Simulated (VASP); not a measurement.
Here is a VASP 6.6.1 calculation.

INCAR

```
  ALGO = Normal
  EDIFF = 1E-6
  EDIFFG = -0.005
  ENCUT = 600
  GGA = CA
  IBRION = 2
  ISIF = 3
  ISMEAR = -1
  LASPH = T
  LCHARG = F
  LREAL = F
  LWAVE = F
  NELM = 60
  NSW = 80
  PREC = Accurate
  SIGMA = 0.15
```

Contents of KPOINTS:

```
k-points
0
Gamma
  17 17 17
```

The input POSCAR:

```
Si
1.0
    0.0000000000      1.6700000000      1.6700000000
    1.6700000000      0.0000000000      1.6700000000
    1.6700000000      1.6700000000      0.0000000000
Si
1
Direct
    0.0000000000      0.0000000000      0.0000000000
```

Potentials or basis: VASP PAW LDA potentials, release 64 (Si).

Command:

```sh
$ cat potpaw_LDA.64/Si/POTCAR > POTCAR
$ mpirun -np 1 vasp_std > vasp.out
```

Problem. Predict the space group after relaxing (to 0.05 Å).

Solution. Fm-3m (No. 225).

Problem. Estimate the relaxed volume.

Solution. 13.95 Å³/atom.

Problem. Predict the relaxed cell.

Solution. a = 2.702 Å, b = 2.702 Å, c = 2.702 Å, α = 60.00°, β = 60.00°, γ = 60.00°.

The path:
| step | energy change (eV) | largest force (eV/Å) | pressure (GPa) | volume (Å³) |
| --- | --- | --- | --- | --- |
| 1 | 0.0000 | 0.0000 | 85.76 | 9.31 |
| 2 | -0.6732 | 0.0000 | -13.34 | 17.78 |
| 3 | -0.8664 | 0.0000 | 0.71 | 13.84 |
| 4 | -0.8666 | 0.0000 | -0.22 | 13.98 |
| 5 | -0.8666 | 0.0000 | 0.00 | 13.95 |

Caveat: the volume moved by over 15 % at a fixed basis, so the end points are rough; the volume moved by +50 % from the deposited cell, more than functionals usually miss.
